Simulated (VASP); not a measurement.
# In5O (P6/mmm) in VASP: further runs, part 2 of 2

VASP 6.6.1.

### Step 3. Single point, PBE

This run uses another cell than the first one, of 43.52 Å³/atom.

Input file INCAR:

```
SYSTEM = In5O
ALGO = Normal
EDIFF = 1E-6
ENCUT = 520
GGA = PE
ISIF = 2
ISMEAR = 0
LASPH = .True.
LCHARG = .False.
LREAL = .False.
LWAVE = .False.
NBANDS = 44
NELM = 80
PREC = Accurate
SIGMA = 0.1
```

Input file KPOINTS:

```
k-points
0
Gamma
  6 6 4
  0 0 0
```

Input file POSCAR:

```
In5O
1.0
    6.0695156741      0.0000000000      0.0000000000
   -3.0347578371      5.2563547625      0.0000000000
    0.0000000000      0.0000000000      8.1846615999
In O
5 1
Direct
    0.0000000000      0.0000000000      0.7651253049
    0.0000000000      0.0000000000      0.2348746951
    0.5000000000      0.0000000000      0.5000000000
    0.0000000000      0.5000000000      0.5000000000
    0.5000000000      0.5000000000      0.5000000000
    0.0000000000      0.0000000000      0.5000000000
```

Potentials or basis: VASP PAW PBE potentials, release 64 (In_d, O).

Command:

```console
$ cat potpaw_PBE.64/In_d/POTCAR potpaw_PBE.64/O/POTCAR > POTCAR
$ mpirun -np 1 vasp_std > vasp.out
```

OUTCAR:

```text
SYSTEM = In5O
   EDIFF = 1E-6
   ENCUT = 520
   GGA = PE
   ISIF = 2
   ISMEAR = 0
   LASPH = .True.
   LREAL = .False.
   NELM = 80
   PREC = Accurate

 ion  position               nearest neighbor table
   1  0.000  0.000  0.765-   6 2.17   3 3.73   3 3.73   5 3.73   5 3.73   4 3.73   4 3.73   2 3.84

   2  0.000  0.000  0.235-   6 2.17   3 3.73   3 3.73   5 3.73   5 3.73   4 3.73   4 3.73   1 3.84

   3  0.500  0.000  0.500-   4 3.03   4 3.03   5 3.03   5 3.03   1 3.73   1 3.73   2 3.73   2 3.73

   4  0.000  0.500  0.500-   5 3.03   5 3.03   3 3.03   3 3.03   1 3.73   2 3.73   1 3.73   2 3.73

   5  0.500  0.500  0.500-   4 3.03   4 3.03   3 3.03   3 3.03   1 3.73   2 3.73   1 3.73   2 3.73

   6  0.000  0.000  0.500-   1 2.17   2 2.17

  LATTYP: Found a hexagonal cell.
 ALAT       =     6.0695156741
 C/A-ratio  =     1.3484867722

  Lattice vectors:

 A1 = (   6.0695156741,   0.0000000000,   0.0000000000)
 A2 = (  -3.0347578371,   5.2563547625,   0.0000000000)
 A3 = (   0.0000000000,   0.0000000000,   8.1846615999)

Analysis of symmetry for initial positions (statically):
=====================================================================
 Subroutine PRICEL returns:
 Original cell was already a primitive cell.

 Routine SETGRP: Setting up the symmetry group for a
 hexagonal supercell.

 Subroutine GETGRP returns: Found 24 space group operations
 (whereof 24 operations were pure point group operations)
 out of a pool of 24 trial point group operations.

The static configuration has the point symmetry D_6h.

Analysis of symmetry for dynamics (positions and initial velocities):
=====================================================================
 Subroutine PRICEL returns:
 Original cell was already a primitive cell.

[... 129 lines left out ...]
   IMIX   =      4    mixing-type and parameters
     AMIX     =   0.40;   BMIX     =  1.00
     AMIX_MAG =   1.60;   BMIX_MAG =  1.00
  volume/ion in A,a.u.               =      43.52       293.69
  Fermi-wavevector in a.u.,A,eV,Ry     =   1.060591  2.004226 15.304548  1.124853
  Thomas-Fermi vector in A             =   2.195977
   LORBIT       =      0    0 simple, 1 ext, 2 COOP (PROOUT), +10 PAW based schemes
   GGA     = PE    functional components
   LHFCALC =     F    Hartree Fock is set to
   AEXX    =    0.0000 exact exchange contribution
   IVDW    =     0    specifies the selected vdW correction
   LEPSILON=     F    determine dielectric tensor
   LRPA    =     F    only Hartree local field effects (RPA)
 non-spin polarized calculation
 Gauss-broadening in eV      SIGMA  =   0.10
  energy-cutoff  :      520.00
  volume of cell :      261.12
 maximum number of plane-waves:      7062
 NGX is ok and might be reduce to    48
   NGX = 23   NGY = 23   NGZ = 31

 number of electron      70.9999960 magnetization

 Free energy of the ion-electron system (eV)
  ---------------------------------------------------
  ext. energy  EPLUGINS =         0.00000000
  ---------------------------------------------------
  free energy    TOTEN  =       -17.39650366 eV

  energy without entropy =      -17.38377136  energy(sigma->0) =      -17.39013751

 E-fermi :   2.1091     XC(G=0):  -6.9392

 val. band max:        2.0881159924   @ k =   0.3333   0.1667   0.5000
 cond. band min:       2.1905921441   @ k =   0.3333   0.1667   0.2500
 fundamental gap:      0.1024761516
 Fermi energy:         2.1090972357

 k-point     1 :       0.0000    0.0000    0.0000
  band No.  band energies     occupation
      1     -15.9292      2.00000
      2     -12.9854      2.00000
      3     -12.8901      2.00000
      4     -12.8901      2.00000
      5     -12.7129      2.00000
      6     -12.6206      2.00000
[... 976 lines left out ...]
     43       5.5060      0.00000
     44       5.5060      0.00000

------------------------ aborting loop because EDIFF is reached ----------------------------------------

  FORCE on cell =-STRESS in cart. coord.  units (eV):
  Direction    XX          YY          ZZ          XY          YZ          ZX
  --------------------------------------------------------------------------------------
  -------------------------------------------------------------------------------------
  Total        0.1894446      0.1894446      0.3284404     -0.0000000      0.0000000      0.0000000
  in kB        1.1623941      1.1623941      2.0152443     -0.0000000      0.0000000      0.0000000
  external PRESSURE =       1.4466775 kB  Pullay stress =       0.0000000 kB

 VOLUME and BASIS-vectors are now :
 -----------------------------------------------------------------------------
  energy-cutoff  :      520.00
  volume of cell :      261.12
      direct lattice vectors                 reciprocal lattice vectors
     6.069515674  0.000000000  0.000000000     0.164757792  0.095122955  0.000000000
    -3.034757837  5.256354762  0.000000000     0.000000000  0.190245911  0.000000000
     0.000000000  0.000000000  8.184661600     0.000000000  0.000000000  0.122179761

 POSITION                                       TOTAL-FORCE (eV/Angst)
 -----------------------------------------------------------------------------------
      0.00000      0.00000      6.26229         0.000000      0.000000      0.035601
      0.00000      0.00000      1.92237        -0.000000     -0.000000     -0.035601
      3.03476      0.00000      4.09233         0.000000      0.000000      0.000000
     -1.51738      2.62818      4.09233         0.000000      0.000000      0.000000
      1.51738      2.62818      4.09233         0.000000      0.000000      0.000000
      0.00000      0.00000      4.09233         0.000000      0.000000      0.000000
 -----------------------------------------------------------------------------------
    total drift:                                0.000000     -0.000000     -0.000000

  FREE ENERGIE OF THE ION-ELECTRON SYSTEM (eV)
  ---------------------------------------------------
  free  energy   TOTEN  =       -17.3965036617 eV

  energy  without entropy=      -17.3837713621  energy(sigma->0) =      -17.39013751
```

stdout:

```text
POSCAR found type information on POSCAR InO
 POSCAR found :  2 types and       6 ions
 scaLAPACK will be used
 LDA part: xc-table for (Slater+PW92), standard interpolation
 POSCAR, INCAR and KPOINTS ok, starting setup
 FFT: planning ... GRIDC
 FFT: planning ... GRID_SOFT
 FFT: planning ... GRID
 WAVECAR not read
 entering main loop
```

It took 2.7 min on 1 thread of AMD EPYC 9R45 (Zen 5), shared host; peak memory 0.45 GiB.

What came out:

| Property | Result |
| --- | --- |
| Free energy | -17.3965 eV |
| Pressure | 0.1 GPa |
| Largest force | 0.036 eV/Å |
| Band gap on the k mesh | zero (an odd number of electrons rules out a gap without spin polarisation) |

Forces in eV/Å, atoms in the order of the input:
```
In   0.000  0.000  0.036
In   0.000  0.000 -0.036
In   0.000  0.000  0.000
In   0.000  0.000  0.000
In   0.000  0.000  0.000
O    0.000  0.000  0.000
```

Levels at points of the mesh, in eV from the Fermi level:
```
           k point  band 33  band 34  band 35  band 36  band 37  band 38  band 39  band 40
(0.00, 0.00, 0.00)    -2.33    -2.33    -1.59     0.57     1.00     1.00     2.01     2.01
(0.50, 0.00, 0.00)    -1.44    -1.10    -0.99    -0.56     1.01     1.25     1.43     2.16
(0.00, 0.00, 0.50)    -2.38    -2.33    -2.33    -0.20     1.10     1.10     1.51     1.51
(0.50, 0.00, 0.50)    -2.34    -1.44    -1.19    -0.13     0.68     1.09     2.25     2.82
```

Caveat: spin-orbit coupling is left out, which moves the levels of the heavy elements.

### Step 4. Single point, PBE

This run uses another cell than the first one, of 44.79 Å³/atom.

Input file INCAR:

```
SYSTEM = In5O
  PREC = Accurate
  ENCUT = 520
  EDIFF = 1E-7
  ISMEAR = 0
  SIGMA = 0.1
  LREAL = .FALSE.
  LASPH = .TRUE.
  NELM = 80
  ALGO = Normal
  ISIF = 2
  LWAVE = .FALSE.
  LCHARG = .FALSE.
  GGA = PE
  NBANDS = 44
```

Input file KPOINTS:

```
Automatic mesh
0
G
  6 6 6
  0 0 0
```

Input file POSCAR:

```
In5O
1.0
    6.0906311313      0.0000000000      0.0000000000
   -3.0453155657      5.2746412848      0.0000000000
    0.0000000000      0.0000000000      8.3656247583
In O
5 1
Direct
    0.0000000000      0.0000000000      0.7596651772
    0.0000000000      0.0000000000      0.2403348228
    0.5000000000      0.0000000000      0.5000000000
    0.0000000000      0.5000000000      0.5000000000
    0.5000000000      0.5000000000      0.5000000000
    0.0000000000      0.0000000000      0.5000000000
```

Command:

```console
$ cat potpaw_PBE.64/In_d/POTCAR potpaw_PBE.64/O/POTCAR > POTCAR
$ mpirun -np 1 vasp_std > vasp.out
```

It took 4.5 min on 1 thread of AMD EPYC 9R45 (Zen 5), shared host; peak memory 0.5 GiB.

The run converged. Its results:

```yaml
Free_energy: -17.3988 eV
Pressure: 0.0 GPa
Largest_force: 0.031 eV/Å
Band_gap_on_the_k_mesh: zero (an odd number of electrons rules out a gap without spin polarisation)
```

Forces in eV/Å, atoms in the order of the input:
```
In   0.000  0.000  0.031
In   0.000  0.000 -0.031
In   0.000  0.000  0.000
In   0.000  0.000  0.000
In   0.000  0.000  0.000
O    0.000  0.000  0.000
```

Stress tensor (GPa, compression positive):
```
-0.02  0.00  0.00
 0.00 -0.02  0.00
 0.00  0.00  0.07
```

Levels at points of the mesh, in eV from the Fermi level:
| k point | band 33 | band 34 | band 35 | band 36 | band 37 | band 38 | band 39 | band 40 |
| --- | --- | --- | --- | --- | --- | --- | --- | --- |
| (0.00, 0.00, 0.00) | -2.36 | -2.36 | -1.65 | 0.47 | 0.99 | 0.99 | 1.95 | 1.95 |
| (0.50, 0.00, 0.00) | -1.47 | -1.20 | -1.00 | -0.53 | 0.98 | 1.30 | 1.38 | 2.20 |
| (0.00, 0.00, 0.50) | -2.36 | -2.36 | -2.36 | -0.16 | 1.08 | 1.08 | 1.55 | 1.55 |
| (0.50, 0.00, 0.50) | -2.22 | -1.47 | -1.16 | -0.18 | 0.71 | 1.10 | 2.18 | 2.75 |

Caveat: spin-orbit coupling is left out, which moves the levels of the heavy elements.

### Step 5. Relaxation of cell and atoms, PBE

Input file INCAR:

```
SYSTEM = In5O
PREC = Accurate
ENCUT = 600
EDIFF = 1E-6
ISMEAR = 0
SIGMA = 0.1
LREAL = .FALSE.
LASPH = .TRUE.
NELM = 60
ALGO = Normal
ISIF = 3
LWAVE = .FALSE.
LCHARG = .FALSE.
GGA = PE
IBRION = 2
NSW = 90
EDIFFG = -0.04
```

Input file KPOINTS:

```
regular mesh
0
G
  6 6 4
  0 0 0
```

Input file POSCAR:

```
In5O
1.0
    4.8469160800      0.0000000000      0.0000000000
   -2.4234580400      4.1975524600      0.0000000000
    0.0000000000      0.0000000000      6.4527281700
In O
5 1
Direct
    0.0000000000      0.0000000000      0.7626469700
    0.0000000000      0.0000000000      0.2373530300
    0.5000000000      0.0000000000      0.5000000000
    0.0000000000      0.5000000000      0.5000000000
    0.5000000000      0.5000000000      0.5000000000
    0.0000000000      0.0000000000      0.5000000000
```

Potentials or basis: VASP PAW PBE potentials, release 64 (In_d, O).

Command:

```console
$ cat potpaw_PBE.64/In_d/POTCAR potpaw_PBE.64/O/POTCAR > POTCAR
$ mpirun -np 1 vasp_std > vasp.out
```

OUTCAR:

```text
SYSTEM = In5O
   PREC = Accurate
   ENCUT = 600
   EDIFF = 1E-6
   ISMEAR = 0
   LREAL = .FALSE.
   LASPH = .TRUE.
   NELM = 60
   ISIF = 3
   GGA = PE
   IBRION = 2
   NSW = 90
   EDIFFG = -0.04

 ion  position               nearest neighbor table
   1  0.000  0.000  0.763-   6 1.69   3 2.96   3 2.96   4 2.96   4 2.96   5 2.96   5 2.96   2 3.06
                             2 3.39
   2  0.000  0.000  0.237-   6 1.69   3 2.96   3 2.96   4 2.96   4 2.96   5 2.96   5 2.96   1 3.06
                             1 3.39
   3  0.500  0.000  0.500-   6 2.42   6 2.42   4 2.42   5 2.42   5 2.42   4 2.42   1 2.96   2 2.96
                             1 2.96   2 2.96
   4  0.000  0.500  0.500-   5 2.42   5 2.42   6 2.42   6 2.42   3 2.42   3 2.42   2 2.96   2 2.96
                             1 2.96   1 2.96
   5  0.500  0.500  0.500-   4 2.42   4 2.42   6 2.42   3 2.42   3 2.42   6 2.42   1 2.96   1 2.96
                             2 2.96   2 2.96
   6  0.000  0.000  0.500-   1 1.69   2 1.69   3 2.42   3 2.42   5 2.42   4 2.42   4 2.42   5 2.42

  LATTYP: Found a hexagonal cell.
 ALAT       =     4.8469160800
 C/A-ratio  =     1.3313059404

  Lattice vectors:

 A1 = (   4.8469160800,   0.0000000000,   0.0000000000)
 A2 = (  -2.4234580400,   4.1975524600,   0.0000000000)
 A3 = (   0.0000000000,   0.0000000000,   6.4527281700)

Analysis of symmetry for initial positions (statically):
[... 183 lines left out ...]
 val. band max:        8.2236383138   @ k =   0.3333  -0.0000   0.5000
 cond. band min:       8.2556499102   @ k =   0.1667   0.1667   0.0000
 fundamental gap:      0.0320115964
 Fermi energy:         8.2284748503
[... 982 lines left out ...]
--------------------------------------- Ionic step        2  -------------------------------------------

 number of electron      71.0000100 magnetization

------------------------ aborting loop EDIFF was not reached (unconverged)  ----------------------------

  FORCE on cell =-STRESS in cart. coord.  units (eV):
  Direction    XX          YY          ZZ          XY          YZ          ZX
  --------------------------------------------------------------------------------------
  -------------------------------------------------------------------------------------
  Total       18.4211034     18.4211035     52.6899934      0.0000000      0.0000000      0.0000000
  in kB       76.0595674     76.0595677    217.5536405      0.0000000      0.0000000      0.0000000
  external PRESSURE =     123.2242585 kB  Pullay stress =       0.0000000 kB
[... 1016 lines left out ...]
     41       1.7269      0.00000
     42       1.9392      0.00000

[... ionic steps 4 to 19 ...]

--------------------------------------- Ionic step       20  -------------------------------------------

 number of electron      70.9999981 magnetization

------------------------ aborting loop because EDIFF is reached ----------------------------------------
[... 75 lines left out ...]
--------------------------------------- Ionic step       22  -------------------------------------------

 number of electron      70.9999969 magnetization

 Free energy of the ion-electron system (eV)
  ---------------------------------------------------
  ext. energy  EPLUGINS =         0.00000000
  ---------------------------------------------------
  free energy    TOTEN  =       -17.23723468 eV

  energy without entropy =      -17.22149053  energy(sigma->0) =      -17.22936260

 E-fermi :   2.3872     XC(G=0):  -7.1498

 val. band max:        2.3391787092   @ k =   0.5000   0.0000   0.5000
 cond. band min:       2.4060938512   @ k =   0.3333  -0.0000   0.5000
 fundamental gap:      0.0669151420
 Fermi energy:         2.3871800979
[... 976 lines left out ...]
  FREE ENERGIE OF THE ION-ELECTRON SYSTEM (eV)
  ---------------------------------------------------
  free  energy   TOTEN  =       -17.2372346810 eV

  energy  without entropy=      -17.2214905275  energy(sigma->0) =      -17.22936260

 reached required accuracy - stopping structural energy minimisation
```

It took 33 min on 1 thread of AMD EPYC 9R45 (Zen 5), shared host; peak memory 0.32 GiB.

What came out:

```
Free energy                           : -17.2372 eV
Relaxed volume                        : 41.46 Å³/atom
Relaxed cell                          : a = 6.011 Å, b = 6.011 Å, c = 7.949 Å, α = 90.00°, β = 90.00°, γ = 120.00°
Space group after relaxing (to 0.1 Å) : P6/mmm (No. 191)
Pressure after relaxing               : 0.0 GPa
Band gap on the k mesh                : zero (an odd number of electrons rules out a gap without spin polarisation)
```

Forces on the atoms (eV/Å):
```
In   0.000  0.000  0.003
In   0.000  0.000 -0.003
In   0.000  0.000  0.000
In   0.000  0.000  0.000
In   0.000  0.000  0.000
O    0.000  0.000  0.000
```

Final structure:
```cif
data_structure
_symmetry_space_group_name_H-M 'P 1'
_symmetry_Int_Tables_number 1
_cell_length_a 6.0113
_cell_length_b 6.0113
_cell_length_c 7.9486
_cell_angle_alpha 90.000
_cell_angle_beta 90.000
_cell_angle_gamma 120.000
_cell_volume 248.74
loop_
_atom_site_label
_atom_site_type_symbol
_atom_site_fract_x
_atom_site_fract_y
_atom_site_fract_z
_atom_site_occupancy
In1 In 0.00000 0.00000 0.77319 1
In2 In 0.00000 0.00000 0.22681 1
In3 In 0.50000 0.00000 0.50000 1
In4 In 0.00000 0.50000 0.50000 1
In5 In 0.50000 0.50000 0.50000 1
O1 O 0.00000 0.00000 0.50000 1
```

Levels at points of the mesh, in eV from the Fermi level:
| k point | band 34 | band 35 | band 36 | band 37 | band 38 | band 39 |
| --- | --- | --- | --- | --- | --- | --- |
| (0.00, 0.00, 0.00) | -2.23 | -1.51 | 0.74 | 1.03 | 1.03 | 2.11 |
| (0.50, 0.00, 0.00) | -1.00 | -0.93 | -0.59 | 1.07 | 1.14 | 1.51 |
| (0.00, 0.00, 0.50) | -2.23 | -2.23 | -0.25 | 1.17 | 1.17 | 1.46 |
| (0.50, 0.00, 0.50) | -1.36 | -1.26 | -0.05 | 0.64 | 1.08 | 2.36 |

Caveat: the volume moved by over 15 % at a fixed basis, so the end points are rough; spin-orbit coupling is left out, which moves the levels of the heavy elements.

### Step 6. The runs side by side

```tsv
task	cell	k mesh	cutoff (eV)	gap on the mesh (eV)	pressure (GPa)	largest force (eV/Å)
single point	a = 4.847, b = 4.847, c = 6.453 Å, angles 90.0, 90.0, 120.0°, 6 atoms, atomic positions A	6 × 6 × 4	520	none	66.1	16.86
single point	a = 6.070, b = 6.070, c = 8.185 Å, angles 90.0, 90.0, 120.0°, 6 atoms, atomic positions B	6 × 6 × 4	520	none	0.1	0.04
single point	a = 6.091, b = 6.091, c = 8.366 Å, angles 90.0, 90.0, 120.0°, 6 atoms, atomic positions C	6 × 6 × 6	520	none	0.0	0.03
relaxation of cell and atoms	relaxed from a = 4.847, b = 4.847, c = 6.453 Å, angles 90.0, 90.0, 120.0°, 6 atoms, atomic positions A	6 × 6 × 4	600	none	0.0	-
```

Alike in all rows: level PBE; potentials or basis VASP PAW PBE potentials, release 64 (In_d, O); no spin polarisation; smearing gaussian 0.1 eV.

Caveats: spin-orbit coupling is left out, which moves the levels of the heavy elements; the cell stands under pressure (at least some runs); forces of over 1 eV/Å act on the atoms, so gaps and moduli don't describe the material at rest (at least some runs); the volume moved by over 15 % at a fixed basis, so the end points are rough (at least some runs).

Total energies depend on the potentials used, so only differences within one code and one set of settings carry meaning.

The gap in the log of VASP goes by the Fermi energy; the results here count the filled bands.